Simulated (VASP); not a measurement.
# NaSn4Hg5: single point with PBE

System: NaSn4Hg5.

```
Na Hg Sn
1.0
     5.98106    0.63964   -0.89083
    -2.59910    7.05186    1.20564
    -0.43519   -0.35934    7.22320
Na Hg Sn
1 5 4
Direct
  0.99207 0.54367 0.71883
  0.24253 0.96394 0.58243
  0.40148 0.38693 0.57225
  0.39752 0.79742 0.99343
  0.26453 0.31408 0.14452
  0.58535 0.79841 0.43169
  0.00072 0.64409 0.22212
  0.93238 0.95605 0.88707
  0.87533 0.20611 0.39720
  0.63674 0.21612 0.96230
```

| Item | Value |
| --- | --- |
| Program | VASP 6.6.1 |
| Task | single point |
| Functional | PBE |
| Potentials or basis | VASP PAW PBE potentials, release 64 (Na_pv, Hg, Sn_d) |
| Cutoff | 520 eV |
| k mesh | 3 × 2 × 2 |
| Occupations | fermi-dirac, width 0.1 eV |
| Spin | no spin polarisation |

| Property | Result |
| --- | --- |
| Pressure | -2.1 GPa |
| Largest force | 0.445 eV/Å |
| Band gap on the k mesh | zero (an odd number of electrons rules out a gap without spin polarisation) |

Forces on the atoms (eV/Å):
```
Na  -0.044 -0.083 -0.054
Hg  -0.003 -0.119 -0.343
Hg   0.160  0.191  0.186
Hg   0.318 -0.022  0.226
Hg   0.130 -0.112 -0.309
Hg   0.074 -0.012  0.158
Sn  -0.166 -0.057 -0.113
Sn  -0.346  0.000  0.078
Sn  -0.125 -0.051 -0.186
Sn   0.002  0.266  0.357
```

Stress tensor (GPa, compression positive):
```
-2.89  0.04  0.11
 0.04 -1.90 -0.08
 0.11 -0.08 -1.65
```

Levels at points of the mesh, in eV from the Fermi level:
| k point | band 60 | band 61 | band 62 | band 63 | band 64 | band 65 |
| --- | --- | --- | --- | --- | --- | --- |
| (0.00, 0.00, 0.00) | -0.87 | -0.73 | -0.43 | 0.06 | 0.46 | 0.99 |
| (0.00, 0.50, 0.00) | -0.88 | -0.60 | -0.29 | 0.36 | 0.52 | 1.13 |
| (0.00, 0.00, 0.50) | -1.07 | -0.80 | -0.49 | 0.45 | 0.95 | 1.29 |
| (0.00, 0.50, 0.50) | -0.57 | -0.47 | -0.02 | 0.31 | 0.49 | 0.83 |

It took 5.7 min on 1 thread of Intel(R) Xeon(R) Platinum 8259CL CPU @ 2.50GHz (Skylake/Cascade Lake), on a shared host, peak memory 0.45 GiB.

Caveat: the k points lie up to 0.45 Å⁻¹ apart, too coarse for converged energies and pressures of a metal; spin-orbit coupling is left out, which moves the levels of the heavy elements.
